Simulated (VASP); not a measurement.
# MgO (Periclase) in VASP: single point with PBEsol

Aim: the single point of MgO (Periclase) with PBEsol.

Program: VASP 6.6.1. These are calculated values, not measurements. Logs are shortened: lines on timing, memory, paths and dates and some standing lists are left out, and cuts for length are marked.

## (1) The cell of the first run

The cell holds a slab with vacuum, 4 atoms: a = 2.982 Å, b = 2.982 Å, c = 18.652 Å, α = 90.00°, β = 90.00°, γ = 60.00°.

## (2) Single point, PBEsol

File INCAR:

```
SYSTEM = MgO
ALGO = Normal ; DIPOL = 0.5 0.5 0.500
EDIFF = 1E-6 ; ENCUT = 520
GGA = PS ; GGA_COMPAT = .FALSE.
IDIPOL = 3 ; ISIF = 2
ISMEAR = -1 ; LASPH = .TRUE.
LCHARG = .TRUE. ; LDIPOL = .TRUE.
LELF = .TRUE. ; LREAL = .FALSE.
LVACPOTAV = .TRUE. ; LVHAR = .TRUE.
LWAVE = .FALSE. ; NBANDS = 16
NELM = 120 ; NELMDL = -8
PREC = Accurate ; SIGMA = 0.1
```

File KPOINTS:

```
k-points
0
G
  5 5 1
  0 0 0
```

File POSCAR:

```
MgO
1.0
    2.9818692963      0.0000000000      0.0000000000
    1.4909346481      2.5823745613      0.0000000000
    0.0000000000      0.0000000000     18.6520291278
Mg O
2 2
Direct
    0.0000000000      0.0000000000      0.4021010234
    0.3333333333      0.3333333333      0.5326329922
    0.6666666667      0.6666666667      0.4673670078
    1.0000000000      1.0000000000      0.5978989766
```

Potentials or basis: VASP PAW PBE potentials, release 64 (Mg, O).

Command:

```bash
cat potpaw_PBE.64/Mg/POTCAR potpaw_PBE.64/O/POTCAR > POTCAR
mpirun -np 1 vasp_std > vasp.out
```

OUTCAR:

```text
SYSTEM = MgO
   EDIFF = 1E-6
   ENCUT = 520
   GGA = PS
   ISIF = 2
   ISMEAR = -1
   LASPH = .TRUE.
   LREAL = .FALSE.
   NELM = 120
   NELMDL = -8
   PREC = Accurate

 ion  position               nearest neighbor table
   1  0.000  0.000  0.402-   3 2.11   3 2.11   3 2.11   2 2.98   2 2.98   2 2.98
   2  0.333  0.333  0.533-   3 2.11   4 2.11   3 2.11   4 2.11   4 2.11   3 2.11   1 2.98   1 2.98
                             1 2.98
   3  0.667  0.667  0.467-   2 2.11   1 2.11   2 2.11   1 2.11   1 2.11   2 2.11
   4  0.000  0.000  0.598-   2 2.11   2 2.11   2 2.11

  LATTYP: Found a hexagonal cell.
 ALAT       =     2.9818692962
 C/A-ratio  =     6.2551464450

  Lattice vectors:

 A1 = (  -1.4909346481,  -2.5823745613,   0.0000000000)
 A2 = (   2.9818692963,   0.0000000000,   0.0000000000)
 A3 = (   0.0000000000,   0.0000000000,  18.6520291278)

Analysis of symmetry for initial positions (statically):
=====================================================================
 Subroutine PRICEL returns:
 Original cell was already a primitive cell.

 Routine SETGRP: Setting up the symmetry group for a
 hexagonal supercell.

 Subroutine GETGRP returns: Found  6 space group operations
 (whereof  6 operations were pure point group operations)
 out of a pool of 24 trial point group operations.

The static configuration has the point symmetry C_3v.

Analysis of symmetry for dynamics (positions and initial velocities):
=====================================================================
 Subroutine PRICEL returns:
 Original cell was already a primitive cell.

 Routine SETGRP: Setting up the symmetry group for a
 hexagonal supercell.

 Subroutine GETGRP returns: Found  6 space group operations
 (whereof  6 operations were pure point group operations)
 out of a pool of 24 trial point group operations.

The dynamic configuration has the point symmetry C_3v.

 Subroutine INISYM returns: Found  6 space group operations
 (whereof  6 operations are pure point group operations),
 and found     1 'primitive' translations

----------------------------------------------------------------------------------------

                                     Primitive cell

  volume of cell :     143.6263

  direct lattice vectors                    reciprocal lattice vectors
     2.981869296  0.000000000  0.000000000     0.335360105 -0.193620247  0.000000000
     1.490934648  2.582374561  0.000000000     0.000000000  0.387240494  0.000000000
     0.000000000  0.000000000 18.652029128     0.000000000  0.000000000  0.053613470

  length of vectors
     2.981869296  2.981869296 18.652029128     0.387240494  0.387240494  0.053613470

  position of ions in fractional coordinates (direct lattice)
     0.000000000  0.000000000  0.402101023
     0.333333333  0.333333333  0.532632992
     0.666666667  0.666666667  0.467367008
     0.000000000  0.000000000  0.597898977

  ion indices of the primitive-cell ions
   primitive index   ion index
                 1           1
                 2           2
                 3           3
                 4           4

----------------------------------------------------------------------------------------

 KPOINTS: k-points

Automatic generation of k-mesh.
 Grid dimensions read from file:
 generate k-points for:    5    5    1

 Generating k-lattice:

  Cartesian coordinates                     Fractional coordinates (reciprocal lattice)
     0.067072021 -0.038724049  0.000000000     0.200000000  0.000000000  0.000000000
     0.000000000  0.077448099  0.000000000     0.000000000  0.200000000  0.000000000
     0.000000000  0.000000000  0.053613470     0.000000000  0.000000000  1.000000000

  Length of vectors
     0.077448099  0.077448099  0.053613470

  Shift w.r.t. Gamma in fractional coordinates (k-lattice)
     0.000000000  0.000000000  0.000000000

 Subroutine IBZKPT returns following result:
 ===========================================

 Found      5 irreducible k-points:

 Following reciprocal coordinates:
            Coordinates               Weight
  0.000000  0.000000  0.000000      1.000000
  0.200000 -0.000000  0.000000      6.000000
  0.400000 -0.000000  0.000000      6.000000
  0.400000  0.200000  0.000000      6.000000
 -0.400000  0.200000  0.000000      6.000000
   k-points           NKPTS =      5   k-points in BZ     NKDIM =      5   number of bands    NBANDS=     16
   number of dos      NEDOS =    301   number of ions     NIONS =      4
   total plane-waves  NPLWV =  80640
   dimension x,y,z NGX =    24 NGY =   24 NGZ =  140
   dimension x,y,z NGXF=    48 NGYF=   48 NGZF=  280
   ions per type =               2   2
   NGX,Y,Z   is equivalent  to a cutoff of  13.38, 13.38, 12.48 a.u.
   NGXF,Y,Z  is equivalent  to a cutoff of  26.76, 26.76, 24.96 a.u.
 SYSTEM =  MgO
   PREC   = accura    normal or accurate (medium, high low for compatibility)
   ISTART =      0    job   : 0-new  1-cont  2-samecut
   ICHARG =      2    charge: 1-file 2-atom 10-const
   ISPIN  =      1    spin polarized calculation?
   LNONCOLLINEAR =      F non collinear calculations
   LSORBIT =      F    spin-orbit coupling
   LASPH  =      T    aspherical Exc in radial PAW
   ENCUT  =  520.0 eV  38.22 Ry    6.18 a.u.   5.54  5.54 34.68*2*pi/ulx,y,z
   NELM   =    120;   NELMIN=  2; NELMDL= -8     # of ELM steps
   EDIFF  = 0.1E-05   stopping-criterion for ELM
   LREAL  =      F    real-space projection
   EDIFFG = 0.1E-04   stopping-criterion for IOM
   NSW    =      0    number of steps for IOM
   IBRION =     -1    ionic relax: 0-MD 1-quasi-New 2-CG
   NFREE  =      0    steps in history (QN), initial steepest desc. (CG)
   ISIF   =      2    stress and relaxation
   ISYM   =      2    0-nonsym 1-usesym 2-fastsym
   POTIM  = 0.5000    time-step for ionic-motion
   TEBEG  =    0.0;   TEEND  =   0.0 temperature during run
   PSTRESS=    0.0 pullay stress
   NELECT =      16.0000    total number of electrons
   NUPDOWN=      -1.0000    fix difference up-down
   EMIN   =  10.00;   EMAX   =-10.00  energy-range for DOS
   EFERMI =   0.00;   METHOD = LEGACY
   ISMEAR =    -1;   SIGMA  =   0.10  broadening in eV -4-tet -1-fermi 0-gaus
   EFERMI_NEDOS =   21; number of points for ismear=-14 and -15
   IALGO  =     38    algorithm
   IMIX   =      4    mixing-type and parameters
     AMIX     =   0.40;   BMIX     =  1.00
     AMIX_MAG =   1.60;   BMIX_MAG =  1.00
  volume/ion in A,a.u.               =      35.91       242.31
  Fermi-wavevector in a.u.,A,eV,Ry     =   0.787717  1.488569  8.442387  0.620498
  Thomas-Fermi vector in A             =   1.892514
   LORBIT       =      0    0 simple, 1 ext, 2 COOP (PROOUT), +10 PAW based schemes
   GGA     = PS    functional components
   LHFCALC =     F    Hartree Fock is set to
   AEXX    =    0.0000 exact exchange contribution
   IVDW    =     0    specifies the selected vdW correction
   LEPSILON=     F    determine dielectric tensor
   LRPA    =     F    only Hartree local field effects (RPA)
 non-spin polarized calculation
  energy-cutoff  :      520.00
  volume of cell :      143.63
 maximum number of plane-waves:      3921
 NGX is ok and might be reduce to    24
   NGX = 11   NGY = 11   NGZ = 69

 number of electron      16.0000004 magnetization

 dipolmoment           0.000000      0.000000      0.238872 electrons x Angstroem

 Free energy of the ion-electron system (eV)
  ---------------------------------------------------
  ext. energy  EPLUGINS =         0.00000000
  ---------------------------------------------------
  free energy    TOTEN  =       -19.52922618 eV

  energy without entropy =      -19.42653607  energy(sigma->0) =      -19.47788112

 E-fermi :  -3.8590     XC(G=0):  -4.0662

 val. band max:       -3.9514169184   @ k =   0.4000  -0.0000   0.0000
 cond. band min:      -3.8188568831   @ k =   0.4000   0.2000   0.0000
 fundamental gap:      0.1325600353
 Fermi energy:        -3.8590082492

 k-point     1 :       0.0000    0.0000    0.0000
  band No.  band energies     occupation
      1     -23.1821      2.00000
      2     -19.6260      2.00000
      3     -10.1026      2.00000
      4      -6.9321      2.00000
      5      -6.9321      2.00000
      6      -6.2977      2.00000
      7      -4.4933      1.99649
      8      -3.4794      0.04391
      9      -3.4794      0.04391
     10      -0.9200      0.00000
     11       0.6530      0.00000
     12       2.1850      0.00000
     13       4.0381      0.00000
     14       4.5948      0.00000
     15       6.1221      0.00000
     16       7.2173      0.00000

 k-point     2 :       0.2000   -0.0000    0.0000
  band No.  band energies     occupation
      1     -22.9138      2.00000
      2     -19.4253      2.00000
      3      -9.6612      2.00000
      4      -8.4896      2.00000
      5      -7.1804      2.00000
      6      -5.4616      2.00000
      7      -4.5183      1.99726
      8      -4.2870      1.97270
      9      -3.6663      0.25415
     10       0.0893      0.00000
     11       1.7557      0.00000
     12       3.0722      0.00000
     13       4.3139      0.00000
     14       5.4979      0.00000
     15       5.9195      0.00000
     16       6.9329      0.00000

 k-point     3 :       0.4000   -0.0000    0.0000
  band No.  band energies     occupation
      1     -22.4325      2.00000
      2     -19.0739      2.00000
      3     -10.2802      2.00000
      4      -8.7790      2.00000
      5      -7.5488      2.00000
      6      -5.8627      2.00000
      7      -4.3280      1.98179
      8      -3.9514      1.43175
      9      -3.2709      0.00557
     10       0.2090      0.00000
     11       2.5229      0.00000
     12       3.6930      0.00000
     13       4.8301      0.00000
     14       5.8475      0.00000
     15       6.5249      0.00000
     16       7.0886      0.00000

 k-point     4 :       0.4000    0.2000    0.0000
  band No.  band energies     occupation
      1     -22.5328      2.00000
      2     -19.1445      2.00000
      3      -9.6993      2.00000
      4      -8.9285      2.00000
      5      -7.9645      2.00000
      6      -5.4161      2.00000
      7      -4.3367      1.98329
      8      -4.2543      1.96234
      9      -3.8189      0.80190
     10       1.3759      0.00000
     11       2.8467      0.00000
     12       3.6305      0.00000
     13       4.2769      0.00000
     14       4.7548      0.00000
     15       6.1652      0.00000
     16       6.7798      0.00000

 k-point     5 :      -0.4000    0.2000    0.0000
  band No.  band energies     occupation
      1     -22.2778      2.00000
      2     -18.9588      2.00000
      3     -10.1581      2.00000
      4      -8.6172      2.00000
      5      -8.5188      2.00000
      6      -5.7609      2.00000
      7      -4.6818      1.99947
      8      -4.1893      1.92906
      9      -1.7229      0.00000
     10      -0.4963      0.00000
     11       2.5298      0.00000
     12       4.4678      0.00000
     13       5.3445      0.00000
     14       5.7256      0.00000
     15       6.4809      0.00000
     16       7.1291      0.00000

------------------------ aborting loop because EDIFF is reached ----------------------------------------

  FORCE on cell =-STRESS in cart. coord.  units (eV):
  Direction    XX          YY          ZZ          XY          YZ          ZX
  --------------------------------------------------------------------------------------
  -------------------------------------------------------------------------------------
  Total        0.0985076      0.0985076     -1.7741250     -0.0000000      0.0000000      0.0000000
  in kB        1.0988700      1.0988700    -19.7906868     -0.0000000      0.0000000      0.0000000
  external PRESSURE =      -5.8643156 kB  Pullay stress =       0.0000000 kB

 VOLUME and BASIS-vectors are now :
 -----------------------------------------------------------------------------
  energy-cutoff  :      520.00
  volume of cell :      143.63
      direct lattice vectors                 reciprocal lattice vectors
     2.981869296  0.000000000  0.000000000     0.335360105 -0.193620247  0.000000000
     1.490934648  2.582374561  0.000000000     0.000000000  0.387240494  0.000000000
     0.000000000  0.000000000 18.652029128     0.000000000  0.000000000  0.053613470

 POSITION                                       TOTAL-FORCE (eV/Angst)
 -----------------------------------------------------------------------------------
      0.00000      0.00000      7.50000        -0.000000      0.000000      0.838288
      1.49093      0.86079      9.93469        -0.000000      0.000000      2.989052
      2.98187      1.72158      8.71734         0.000000     -0.000000     -2.028725
      0.00000      0.00000     11.15203         0.000000     -0.000000     -1.798615
 -----------------------------------------------------------------------------------
    total drift:                               -0.000000     -0.000000      0.000111

  FREE ENERGIE OF THE ION-ELECTRON SYSTEM (eV)
  ---------------------------------------------------
  free  energy   TOTEN  =       -19.5292261797 eV

  energy  without entropy=      -19.4265360682  energy(sigma->0) =      -19.47788112

 vacuum level on the upper side and lower side of the slab         6.065         0.452
```

It took 83 s on 1 thread of Intel Xeon 8259CL, shared host; peak memory 0.25 GiB.

What came out:

| Quantity | Value |
| --- | --- |
| Free energy | -19.5292 eV |
| Largest force | 2.989 eV/Å |
| Band gap on the k mesh | zero (band 8 reaches -3.48 eV, above the bottom of band 9 at -3.82 eV) |

Forces on the atoms (eV/Å):
```
Mg   0.000  0.000  0.838
Mg   0.000  0.000  2.989
O    0.000  0.000 -2.029
O    0.000  0.000 -1.799
```

Levels at points of the mesh, in eV from the Fermi level:
| k point | band 6 | band 7 | band 8 | band 9 | band 10 | band 11 |
| --- | --- | --- | --- | --- | --- | --- |
| (0.00, 0.00, 0.00) | -2.44 | -0.63 | 0.38 | 0.38 | 2.94 | 4.51 |

Caveat: the k points lie up to 0.49 Å⁻¹ apart; the PAW data sets were made with another functional, which shifts forces and pressure a little.
